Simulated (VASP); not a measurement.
Write the native input for VASP 6.6.1 that does the following.

```yaml
Task: single point
Functional: PBE
Potentials_or_basis: VASP PAW PBE potentials, release 64 (Se, Mo_sv, Zr_sv)
Cutoff: 520 eV
k_mesh: 3 × 5 × 3, shifted
Occupations: fermi-dirac, width 0.1 eV
Spin: no spin polarisation
Hubbard_terms: Mo d U = 2.5 eV
Dipole_correction: no
k_mesh_for_the_DOS: 5 × 8 × 5
Occupations_for_the_DOS: tetrahedron
Further_INCAR_settings: ALGO = Normal; EDIFF = 1e-06
```

Crystal: ZrMoSe4.

```
Se Mo Zr
1.0
     6.09697    0.00000    0.00000
     0.00000    3.66718    0.00000
     0.00000    0.00000    6.19692
Se Mo Zr
4 1 1
Cartesian
  1.5242 0.0000 2.0450
  4.5727 0.0000 4.1519
  1.5242 1.8336 5.1434
  4.5727 1.8336 1.0535
  0.0000 0.0000 0.0000
  0.0000 1.8336 3.0985
```

These files were run (other wordings do the same):

POSCAR

```
ZrMoSe4
1.0
    6.0969730000      0.0000000000      0.0000000000
    0.0000000000      3.6671790000      0.0000000000
    0.0000000000      0.0000000000      6.1969230000
Se Mo Zr
4 1 1
Direct
    0.2500000000      0.0000000000      0.3300000000
    0.7500000000      0.0000000000      0.6700000000
    0.2500000000      0.5000000000      0.8300000000
    0.7500000000      0.5000000000      0.1700000000
    0.0000000000      0.0000000000      0.0000000000
    0.0000000000      0.5000000000      0.5000000000
```

INCAR.step1

```
SYSTEM = ZrMoSe4
ALGO = Normal ; EDIFF = 1E-6
ENCUT = 520 ; GGA = PE
ISIF = 2 ; ISMEAR = -1
LASPH = .True. ; LCHARG = .True.
LDAU = .True. ; LDAUJ = 0 0 0
LDAUL = -1 2 -1 ; LDAUPRINT = 1
LDAUTYPE = 2 ; LDAUU = 0 2.5 0
LMAXMIX = 4 ; LREAL = .False.
LWAVE = .False. ; NBANDS = 34
NELM = 150 ; PREC = Accurate
SIGMA = 0.1
```

KPOINTS.step1

```
Automatic mesh
0
Gamma
  3 5 3
  0 0 0.5
```

INCAR.step2

```
SYSTEM = ZrMoSe4
ALGO = Normal ; EDIFF = 1E-6
ENCUT = 520 ; GGA = PE
ICHARG = 11 ; ISIF = 2
ISMEAR = -5 ; LASPH = .True.
LCHARG = .False. ; LDAU = .True.
LDAUJ = 0 0 0 ; LDAUL = -1 2 -1
LDAUPRINT = 1 ; LDAUTYPE = 2
LDAUU = 0 2.5 0 ; LMAXMIX = 4
LORBIT = 11 ; LREAL = .False.
LWAVE = .False. ; NEDOS = 2001
NELM = 150 ; PREC = Accurate
SIGMA = 0.1
```

KPOINTS.step2

```
k-points
0
Gamma
  5 8 5
  0 0 0
```

Potentials or basis: VASP PAW PBE potentials, release 64 (Se, Mo_sv, Zr_sv).

Launch:

```bash
$ cat potpaw_PBE.64/Se/POTCAR potpaw_PBE.64/Mo_sv/POTCAR potpaw_PBE.64/Zr_sv/POTCAR > POTCAR
$ cp INCAR.step1 INCAR
$ cp KPOINTS.step1 KPOINTS
$ mpirun -np 1 vasp_std > vasp.out
$ cp INCAR.step2 INCAR
$ cp KPOINTS.step2 KPOINTS
$ mpirun -np 1 vasp_std > vasp.out
```

It gave:

| Item | Value |
| --- | --- |
| Valence electrons inside the program's atomic spheres | Se 3.91, 3.88 (each value once); Mo 12.15; Zr 9.86 |

Caveat: U without spin polarisation on a metal has little footing.

It took 3.9 min on 1 thread of Oxide Virtual Turin-like Processor (shared host), peak memory 0.37 GiB.
